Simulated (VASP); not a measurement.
## CoW3: single point with PBE

Crystal: CoW3.

```
CELL_PARAMETERS angstrom
3.74435 0.00000 0.00000
0.00000 3.74435 0.00000
0.00000 0.00000 3.74435
ATOMIC_POSITIONS crystal
Co 0.00000 0.00000 0.00000
W 0.00000 0.50000 0.50000
W 0.50000 0.00000 0.50000
W 0.50000 0.50000 0.00000
```

| Quantity | Value |
| --- | --- |
| Program | VASP 6.6.1 |
| Task | single point |
| Functional | PBE |
| Potentials or basis | VASP PAW PBE potentials, release 64 (Co, W_sv) |
| Cutoff | 520 eV |
| k mesh | 6 × 6 × 6 |
| Occupations | fermi-dirac, width 0.1 eV |
| Spin | collinear spin, ferromagnetic start |
| Starting moments | [2.5, 0.0, 0.0, 0.0] μB |
| Dipole correction | no |
| Further INCAR settings | ALGO = Normal; EDIFF = 1e-06; NBANDS = 38 |

```
Pressure                                              : 44.9 GPa
Net moment                                            : 0.00 μB per cell
Valence electrons inside the program's atomic spheres : Co 8.59; W 12.39
```

Levels at points of the mesh, in eV from the Fermi level:
Spin up:
| k point | band 23 | band 24 | band 25 | band 26 | band 27 | band 28 |
| --- | --- | --- | --- | --- | --- | --- |
| (0.00, 0.00, 0.00) | 0.47 | 0.47 | 3.38 | 3.38 | 3.38 | 3.64 |
| (0.50, 0.00, 0.00) | -1.20 | 0.08 | 0.31 | 0.31 | 0.73 | 1.13 |
| (0.50, 0.50, 0.00) | -2.27 | -2.11 | -1.14 | 0.64 | 0.64 | 1.09 |
| (0.50, 0.50, 0.50) | -1.00 | -1.00 | 0.75 | 0.75 | 0.75 | 1.76 |
Spin down:
```tsv
k point	band 21	band 22	band 23	band 24	band 25	band 26	band 27	band 28	band 29	band 30
(0.00, 0.00, 0.00)	-1.29	-1.29	0.46	0.46	3.38	3.38	3.38	3.64	3.64	3.64
(0.50, 0.00, 0.00)	-2.18	-2.18	-1.20	0.08	0.31	0.31	0.73	1.13	2.08	2.08
(0.50, 0.50, 0.00)	-2.34	-2.27	-2.27	-2.11	-1.14	0.64	0.64	1.09	1.09	1.23
(0.50, 0.50, 0.50)	-1.53	-1.00	-1.00	-1.00	0.75	0.75	0.75	1.76	2.87	2.87
```

It took 73 s on 1 thread of AMD EPYC 9R45 96-Core Processor (Zen 5) (shared host), peak memory 0.18 GiB.

Caveat: the cell stands under pressure; spin-orbit coupling is left out, which moves the levels of the heavy elements.
